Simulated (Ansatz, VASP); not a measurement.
# Two plane-wave programs on PbS

```
CELL_PARAMETERS angstrom
0.00000 3.06965 3.06965
3.06965 0.00000 3.06965
3.06965 3.06965 0.00000
ATOMIC_POSITIONS crystal
Pb 0.50000 0.50000 0.50000
S 0.00000 0.00000 0.00000
```

Alike in both runs: task single point; functional BLYP; k mesh 8 × 8 × 8; occupations gaussian, width 0.05 eV; no spin polarisation.

|  | VASP | Ansatz |
| --- | --- | --- |
| version | VASP 6.6.1 | Ansatz 0.2.0 |
| potentials or method | VASP PAW PBE potentials, release 64 (Pb_d, S), cutoff 520 eV | scalar-relativistic, plane waves, PAW |
| valence electrons in the cell | 20 | 20 |

Ansatz gave:

```
gap on the k mesh at the Fermi level (eV) : 0.78
least direct gap on the mesh (eV)         : 0.78
pressure (GPa)                            : -0.1
```

Q: What did VASP give for the same quantities?

A: gap on the k mesh at the Fermi level (eV): 0.77; least direct gap on the mesh (eV): 0.77; pressure (GPa): 0.0.

VASP's potentials were made for PBE, not for BLYP.

Spin-orbit coupling is off throughout.
